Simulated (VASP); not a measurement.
# Y3As (Pm-3m) in VASP: a series of runs

Runs on Y3As. Level: PBE. Tasks: single point, relaxation of cell and atoms.

Everything below comes from runs of VASP 6.6.1. Logs are shortened: lines on timing, memory, paths and dates and some standing lists are left out, and cuts for length are marked.

## 1. The cell of the first run

It takes space group Pm-3m (No. 221, cubic). Conventional cell: a = 4.661 Å, b = 4.661 Å, c = 4.661 Å, α = 90.00°, β = 90.00°, γ = 90.00°. Within 4.3 Å of Y (site symmetry 4/mmm) lie 8 Y at 3.30 Å and 4 As at 3.30 Å. As (site symmetry m-3m) has 12 Y at 3.30 Å within 4.3 Å.

## 2. Single point, PBE

File INCAR:

```
SYSTEM = Y3As
ALGO = Normal
EDIFF = 1E-7
ENCUT = 520
GGA = PE
ISIF = 2
ISMEAR = 0
LASPH = .TRUE.
LCHARG = .FALSE.
LREAL = .FALSE.
LWAVE = .FALSE.
NBANDS = 27
NELM = 100
PREC = Accurate
SIGMA = 0.1
```

File KPOINTS:

```
k-points
0
G
  10 10 10
  0 0 0
```

File POSCAR:

```
Y3As
1.0
    4.6607461271      0.0000000000      0.0000000000
    0.0000000000      4.6607461271      0.0000000000
    0.0000000000      0.0000000000      4.6607461271
Y As
3 1
Direct
    0.0000000000      0.5000000000      0.5000000000
    0.5000000000      0.0000000000      0.5000000000
    0.5000000000      0.5000000000      0.0000000000
    0.0000000000      0.0000000000      0.0000000000
```

Potentials or basis: VASP PAW PBE potentials, release 64 (Y_sv, As).

Launch:

```sh
$ cat potpaw_PBE.64/Y_sv/POTCAR potpaw_PBE.64/As/POTCAR > POTCAR
$ mpirun -np 1 vasp_std > vasp.out
```

OUTCAR:

```text
SYSTEM = Y3As
   EDIFF = 1E-7
   ENCUT = 520
   GGA = PE
   ISIF = 2
   ISMEAR = 0
   LASPH = .TRUE.
   LREAL = .FALSE.
   NELM = 100
   PREC = Accurate

 ion  position               nearest neighbor table
   1  0.000  0.500  0.500-   2 3.30   3 3.30   4 3.30   3 3.30   4 3.30   2 3.30   4 3.30   4 3.30
                             2 3.30   3 3.30   3 3.30   2 3.30
   2  0.500  0.000  0.500-   1 3.30   3 3.30   4 3.30   3 3.30   4 3.30   1 3.30   3 3.30   3 3.30
                             1 3.30   4 3.30   4 3.30   1 3.30
   3  0.500  0.500  0.000-   1 3.30   2 3.30   4 3.30   1 3.30   2 3.30   2 3.30   4 3.30   2 3.30
                             1 3.30   4 3.30   1 3.30   4 3.30
   4  0.000  0.000  0.000-   1 3.30   2 3.30   3 3.30   1 3.30   2 3.30   1 3.30   3 3.30   1 3.30
                             2 3.30   3 3.30   2 3.30   3 3.30

  LATTYP: Found a simple cubic cell.
 ALAT       =     4.6607461271

  Lattice vectors:

 A1 = (   4.6607461271,   0.0000000000,   0.0000000000)
 A2 = (   0.0000000000,   4.6607461271,   0.0000000000)
 A3 = (   0.0000000000,   0.0000000000,   4.6607461271)

Analysis of symmetry for initial positions (statically):
=====================================================================
 Subroutine PRICEL returns:
 Original cell was already a primitive cell.

 Routine SETGRP: Setting up the symmetry group for a
 simple cubic supercell.

 Subroutine GETGRP returns: Found 48 space group operations
 (whereof 48 operations were pure point group operations)
 out of a pool of 48 trial point group operations.

The static configuration has the point symmetry O_h .

Analysis of symmetry for dynamics (positions and initial velocities):
=====================================================================
 Subroutine PRICEL returns:
 Original cell was already a primitive cell.

 Routine SETGRP: Setting up the symmetry group for a
 simple cubic supercell.

 Subroutine GETGRP returns: Found 48 space group operations
 (whereof 48 operations were pure point group operations)
 out of a pool of 48 trial point group operations.

The dynamic configuration has the point symmetry O_h .

 Subroutine INISYM returns: Found 48 space group operations
 (whereof 48 operations are pure point group operations),
 and found     1 'primitive' translations

----------------------------------------------------------------------------------------

                                     Primitive cell

  volume of cell :     101.2433

  direct lattice vectors                    reciprocal lattice vectors
     4.660746127  0.000000000  0.000000000     0.214557921  0.000000000  0.000000000
     0.000000000  4.660746127  0.000000000     0.000000000  0.214557921  0.000000000
     0.000000000  0.000000000  4.660746127     0.000000000  0.000000000  0.214557921

  length of vectors
     4.660746127  4.660746127  4.660746127     0.214557921  0.214557921  0.214557921

  position of ions in fractional coordinates (direct lattice)
     0.000000000  0.500000000  0.500000000
     0.500000000  0.000000000  0.500000000
     0.500000000  0.500000000  0.000000000
     0.000000000  0.000000000  0.000000000

  ion indices of the primitive-cell ions
   primitive index   ion index
                 1           1
                 2           2
                 3           3
                 4           4

----------------------------------------------------------------------------------------

 KPOINTS: k-points

Automatic generation of k-mesh.
 Grid dimensions read from file:
 generate k-points for:   10   10   10

 Generating k-lattice:

  Cartesian coordinates                     Fractional coordinates (reciprocal lattice)
     0.021455792  0.000000000  0.000000000     0.100000000  0.000000000  0.000000000
     0.000000000  0.021455792  0.000000000     0.000000000  0.100000000  0.000000000
     0.000000000  0.000000000  0.021455792     0.000000000  0.000000000  0.100000000

  Length of vectors
     0.021455792  0.021455792  0.021455792

  Shift w.r.t. Gamma in fractional coordinates (k-lattice)
     0.000000000  0.000000000  0.000000000

 Subroutine IBZKPT returns following result:
 ===========================================

 Found     56 irreducible k-points:

 Following reciprocal coordinates:
            Coordinates               Weight
  0.000000  0.000000  0.000000      1.000000
  0.100000  0.000000  0.000000      6.000000
  0.200000  0.000000  0.000000      6.000000
  0.300000  0.000000  0.000000      6.000000
  0.400000  0.000000  0.000000      6.000000
  0.500000  0.000000  0.000000      3.000000
[... 16 lines left out ...]
  0.200000  0.100000  0.100000     24.000000
  0.300000  0.100000  0.100000     24.000000
 [... further k-points ...]
   k-points           NKPTS =     56   k-points in BZ     NKDIM =     56   number of bands    NBANDS=     27
   number of dos      NEDOS =    301   number of ions     NIONS =      4
   total plane-waves  NPLWV =  46656
   dimension x,y,z NGX =    36 NGY =   36 NGZ =   36
   dimension x,y,z NGXF=    72 NGYF=   72 NGZF=   72
   ions per type =               3   1
   NGX,Y,Z   is equivalent  to a cutoff of  12.84, 12.84, 12.84 a.u.
   NGXF,Y,Z  is equivalent  to a cutoff of  25.68, 25.68, 25.68 a.u.
 SYSTEM =  Y3As
   PREC   = accura    normal or accurate (medium, high low for compatibility)
   ISTART =      0    job   : 0-new  1-cont  2-samecut
   ICHARG =      2    charge: 1-file 2-atom 10-const
   ISPIN  =      1    spin polarized calculation?
   LNONCOLLINEAR =      F non collinear calculations
   LSORBIT =      F    spin-orbit coupling
   LASPH  =      T    aspherical Exc in radial PAW
   ENCUT  =  520.0 eV  38.22 Ry    6.18 a.u.   8.67  8.67  8.67*2*pi/ulx,y,z
   NELM   =    100;   NELMIN=  2; NELMDL= -5     # of ELM steps
   EDIFF  = 0.1E-06   stopping-criterion for ELM
   LREAL  =      F    real-space projection
   EDIFFG = 0.1E-05   stopping-criterion for IOM
   NSW    =      0    number of steps for IOM
   IBRION =     -1    ionic relax: 0-MD 1-quasi-New 2-CG
   NFREE  =      0    steps in history (QN), initial steepest desc. (CG)
   ISIF   =      2    stress and relaxation
   ISYM   =      2    0-nonsym 1-usesym 2-fastsym
   POTIM  = 0.5000    time-step for ionic-motion
   TEBEG  =    0.0;   TEEND  =   0.0 temperature during run
   PSTRESS=    0.0 pullay stress
   NELECT =      38.0000    total number of electrons
   NUPDOWN=      -1.0000    fix difference up-down
   EMIN   =  10.00;   EMAX   =-10.00  energy-range for DOS
   EFERMI =   0.00;   METHOD = LEGACY
   ISMEAR =     0;   SIGMA  =   0.10  broadening in eV -4-tet -1-fermi 0-gaus
   EFERMI_NEDOS =   21; number of points for ismear=-14 and -15
   IALGO  =     38    algorithm
   IMIX   =      4    mixing-type and parameters
     AMIX     =   0.40;   BMIX     =  1.00
     AMIX_MAG =   1.60;   BMIX_MAG =  1.00
  volume/ion in A,a.u.               =      25.31       170.81
  Fermi-wavevector in a.u.,A,eV,Ry     =   1.180902  2.231581 18.973731  1.394530
  Thomas-Fermi vector in A             =   2.317186
   LORBIT       =      0    0 simple, 1 ext, 2 COOP (PROOUT), +10 PAW based schemes
   GGA     = PE    functional components
   LHFCALC =     F    Hartree Fock is set to
   AEXX    =    0.0000 exact exchange contribution
   IVDW    =     0    specifies the selected vdW correction
   LEPSILON=     F    determine dielectric tensor
   LRPA    =     F    only Hartree local field effects (RPA)
 non-spin polarized calculation
 Gauss-broadening in eV      SIGMA  =   0.10
  energy-cutoff  :      520.00
  volume of cell :      101.24
 maximum number of plane-waves:      2800
 NGX is ok and might be reduce to    36
   NGX = 17   NGY = 17   NGZ = 17

 number of electron      37.9999995 magnetization

 Free energy of the ion-electron system (eV)
  ---------------------------------------------------
  ext. energy  EPLUGINS =         0.00000000
  ---------------------------------------------------
  free energy    TOTEN  =       -25.56583037 eV

  energy without entropy =      -25.54726620  energy(sigma->0) =      -25.55654829

 E-fermi :   4.6977     XC(G=0): -10.2288

 val. band max:        4.6891789054   @ k =   0.5000   0.0000   0.0000
 cond. band min:       4.7103584810   @ k =   0.2000   0.1000   0.1000
 fundamental gap:      0.0211795755
 Fermi energy:         4.6976639651

 k-point     1 :       0.0000    0.0000    0.0000
  band No.  band energies     occupation
      1     -37.9414      2.00000
      2     -37.7597      2.00000
      3     -37.7597      2.00000
      4     -18.3121      2.00000
      5     -18.3121      2.00000
      6     -18.3121      2.00000
[... 19 lines left out ...]
     26       7.6289      0.00000
     27       9.7697      0.00000

 k-point     2 :       0.1000    0.0000    0.0000
  band No.  band energies     occupation
      1     -37.9375      2.00000
      2     -37.7637      2.00000
      3     -37.7596      2.00000
      4     -18.3008      2.00000
      5     -18.3008      2.00000
      6     -18.2967      2.00000
[... 19 lines left out ...]
     26       7.7413      0.00000
     27       9.5210      0.00000

 k-point     3 :       0.2000    0.0000    0.0000
  band No.  band energies     occupation
      1     -37.9262      2.00000
      2     -37.7750      2.00000
      3     -37.7595      2.00000
      4     -18.2689      2.00000
      5     -18.2689      2.00000
      6     -18.2515      2.00000
[... 19 lines left out ...]
     26       8.0420      0.00000
     27       8.8469      0.00000

 k-point     4 :       0.3000    0.0000    0.0000
  band No.  band energies     occupation
      1     -37.9094      2.00000
      2     -37.7919      2.00000
      3     -37.7593      2.00000
      4     -18.2227      2.00000
      5     -18.2227      2.00000
      6     -18.1803      2.00000
[... 19 lines left out ...]
     26       8.1149      0.00000
     27       8.1149      0.00000

 k-point     5 :       0.4000    0.0000    0.0000
  band No.  band energies     occupation
      1     -37.8908      2.00000
      2     -37.8105      2.00000
      3     -37.7592      2.00000
      4     -18.1757      2.00000
      5     -18.1757      2.00000
      6     -18.0941      2.00000
[... 19 lines left out ...]
     26       7.4678      0.00000
     27       7.4678      0.00000

 k-point     6 :       0.5000    0.0000    0.0000
  band No.  band energies     occupation
      1     -37.8809      2.00000
      2     -37.8204      2.00000
      3     -37.7591      2.00000
      4     -18.1536      2.00000
      5     -18.1536      2.00000
      6     -18.0395      2.00000
[... 444 lines left out ...]
      1     -37.8197      2.00000
      2     -37.8196      2.00000
      3     -37.8196      2.00000
      4     -18.3081      2.00000
      5     -18.1943      2.00000
      6     -17.9461      2.00000
[... 19 lines left out ...]
     26       7.2660      0.00000
     27       7.4547      0.00000

 k-point    22 :       0.1000    0.1000    0.1000
  band No.  band energies     occupation
      1     -37.9299      2.00000
      2     -37.7654      2.00000
      3     -37.7654      2.00000
      4     -18.3210      2.00000
      5     -18.2533      2.00000
      6     -18.2533      2.00000
[... 19 lines left out ...]
     26       7.8008      0.00000
     27       9.1471      0.00000

 k-point    23 :       0.2000    0.1000    0.1000
  band No.  band energies     occupation
      1     -37.9191      2.00000
      2     -37.7762      2.00000
      3     -37.7653      2.00000
      4     -18.3136      2.00000
      5     -18.2238      2.00000
      6     -18.1924      2.00000
[... 19 lines left out ...]
     26       8.0928      0.00000
     27       8.3404      0.00000

 k-point    24 :       0.3000    0.1000    0.1000
  band No.  band energies     occupation
      1     -37.9028      2.00000
      2     -37.7925      2.00000
      3     -37.7651      2.00000
      4     -18.2804      2.00000
      5     -18.1794      2.00000
      6     -18.1286      2.00000
[... 19 lines left out ...]
     26       7.8270      0.00000
     27       8.4523      0.00000

 [... further k-points ...]
[... 5 lines left out ...]
  --------------------------------------------------------------------------------------
  -------------------------------------------------------------------------------------
  Total       -0.0407968     -0.0407968     -0.0407968     -0.0000000      0.0000000     -0.0000000
  in kB       -0.6456108     -0.6456108     -0.6456108     -0.0000000      0.0000000     -0.0000000
  external PRESSURE =      -0.6456108 kB  Pullay stress =       0.0000000 kB

 VOLUME and BASIS-vectors are now :
 -----------------------------------------------------------------------------
  energy-cutoff  :      520.00
  volume of cell :      101.24
      direct lattice vectors                 reciprocal lattice vectors
     4.660746127  0.000000000  0.000000000     0.214557921  0.000000000  0.000000000
     0.000000000  4.660746127  0.000000000     0.000000000  0.214557921  0.000000000
     0.000000000  0.000000000  4.660746127     0.000000000  0.000000000  0.214557921

 POSITION                                       TOTAL-FORCE (eV/Angst)
 -----------------------------------------------------------------------------------
      0.00000      2.33037      2.33037         0.000000      0.000000      0.000000
      2.33037      0.00000      2.33037         0.000000      0.000000      0.000000
      2.33037      2.33037      0.00000         0.000000      0.000000      0.000000
      0.00000      0.00000      0.00000         0.000000      0.000000      0.000000
 -----------------------------------------------------------------------------------
    total drift:                                0.000000      0.000000      0.000000

  FREE ENERGIE OF THE ION-ELECTRON SYSTEM (eV)
  ---------------------------------------------------
  free  energy   TOTEN  =       -25.5658303695 eV

  energy  without entropy=      -25.5472662031  energy(sigma->0) =      -25.55654829
```

Wall time 96 s (1 thread of AMD EPYC 9R45 (Zen 5), shared host); peak memory 0.28 GiB.

Results:

* Free energy: -25.5658 eV
* Pressure: -0.1 GPa
* Band gap on the k mesh: zero (band 19 reaches 4.91 eV, above the bottom of band 20 at 3.79 eV)

## 3. Relaxation of cell and atoms, PBE

This run uses another cell than the first one, of 25.56 Å³/atom, 1.010 times its volume.

File INCAR:

```
SYSTEM = Y3As
PREC = Accurate ; ENCUT = 600
EDIFF = 1E-6 ; ISMEAR = 0
SIGMA = 0.1 ; LREAL = .False.
LASPH = .True. ; NELM = 100
ALGO = Normal ; ISIF = 3
LWAVE = .False. ; LCHARG = .False.
GGA = PE ; IBRION = 2
NSW = 100 ; EDIFFG = -0.01
```

File KPOINTS:

```
regular mesh
0
Gamma
  10 10 10
  0 0 0
```

File POSCAR:

```
Y3As
1.0
    4.6758897585      0.0000000000      0.0000000000
    0.0000000000      4.6758897585      0.0000000000
    0.0000000000      0.0000000000      4.6758897585
Y As
3 1
Direct
    0.0000000000      0.5000000000      0.5000000000
    0.5000000000      0.0000000000      0.5000000000
    0.5000000000      0.5000000000      0.0000000000
    0.0000000000      0.0000000000      0.0000000000
```

Potentials or basis: VASP PAW PBE potentials, release 64 (Y_sv, As).

Launch:

```sh
$ cat potpaw_PBE.64/Y_sv/POTCAR potpaw_PBE.64/As/POTCAR > POTCAR
$ mpirun -np 1 vasp_std > vasp.out
```

It took 3.8 min on 1 thread of AMD EPYC 9R45 (Zen 5), shared host; peak memory 0.33 GiB.

Results (log left out):

| Quantity | Value |
| --- | --- |
| Free energy | -25.5662 eV |
| Relaxed volume | 25.28 Å³/atom |
| Relaxed cell | a = 4.659 Å, b = 4.659 Å, c = 4.659 Å, α = 90.00°, β = 90.00°, γ = 90.00° |
| Space group after relaxing (to 0.05 Å) | Pm-3m (No. 221) |
| Energy gained by relaxing | 0.5 meV/atom |
| Ionic steps | 3 |
| Pressure after relaxing | 0.0 GPa |
| Band gap on the k mesh | zero (band 19 reaches 4.92 eV, above the bottom of band 20 at 3.79 eV) |

The path:
```
step  energy change (eV)  largest force (eV/Å)  pressure (GPa)  volume (Å³)
   1              0.0000                0.0000           -0.58       102.23
   2             -0.0019                0.0000            0.13       100.88
   3             -0.0020                0.0000            0.00       101.12
```

Final structure:
```yaml
crystal:
  lattice:
    - [4.65893, 0.00000, 0.00000]
    - [0.00000, 4.65893, 0.00000]
    - [0.00000, 0.00000, 4.65893]
  atoms:
    - { symbol: Y, position: [0.00000, 0.50000, 0.50000] }
    - { symbol: Y, position: [0.50000, 0.00000, 0.50000] }
    - { symbol: Y, position: [0.50000, 0.50000, 0.00000] }
    - { symbol: As, position: [0.00000, 0.00000, 0.00000] }
```

Levels at points of the mesh, in eV from the Fermi level:
```csv
k point,band 17,band 18,band 19,band 20,band 21,band 22
"(0.00, 0.00, 0.00)",-1.91,-1.55,-1.55,-0.91,-0.91,-0.91
"(0.50, 0.00, 0.00)",-1.83,-0.31,-0.01,0.68,1.14,1.14
"(0.50, 0.50, 0.00)",-0.89,0.04,0.04,0.25,1.26,1.26
"(0.50, 0.50, 0.50)",-1.83,-1.83,-1.83,1.49,1.49,1.50
```
